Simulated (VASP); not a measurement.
Sn3Te: single point with LDA

The system is Sn3Te.

```
Te Sn
1.0
     4.79986    0.00000    0.00000
     0.00000    4.79986    0.00000
     0.00000    0.00000    4.79986
Te Sn
1 3
Direct
  0.00000 0.00000 0.00000
  0.00000 0.50000 0.50000
  0.50000 0.00000 0.50000
  0.50000 0.50000 0.00000
```

This cell differs from its parent crystal: volume scaled by 0.96.

```json
{"Program": "VASP 6.6.1", "Task": "single point", "Functional": "LDA", "Potentials or basis": "VASP PAW LDA potentials, release 64 (Te, Sn_d)", "Cutoff": "520 eV", "k mesh": "6 × 6 × 6", "Occupations": "fermi-dirac, width 0.05 eV", "Spin": "no spin polarisation", "Dipole correction": "no", "Further INCAR settings": "ALGO = Normal; EDIFF = 1e-06; NBANDS = 32"}
```

The pressure is -1.7 GPa and the band gap on the k mesh is zero (band 24 reaches 10.85 eV, above the bottom of band 25 at 7.47 eV).

Levels at points of the mesh, in eV from the Fermi level:
```csv
k point,band 22,band 23,band 24,band 25,band 26,band 27
"(0.00, 0.00, 0.00)",-4.35,0.43,0.43,0.43,1.93,1.93
"(0.50, 0.00, 0.00)",-1.81,-1.81,-1.53,-0.40,2.00,2.24
"(0.50, 0.50, 0.00)",-1.92,-1.92,-0.69,-0.13,-0.13,0.10
"(0.50, 0.50, 0.50)",-5.37,-4.48,2.98,2.98,2.98,5.51
```

It took 18 s on 1 thread of Intel(R) Xeon(R) 6975P-C (Granite Rapids) (shared host), peak memory 0.2 GiB.

Caveat: spin-orbit coupling is left out, which moves the levels of the heavy elements.
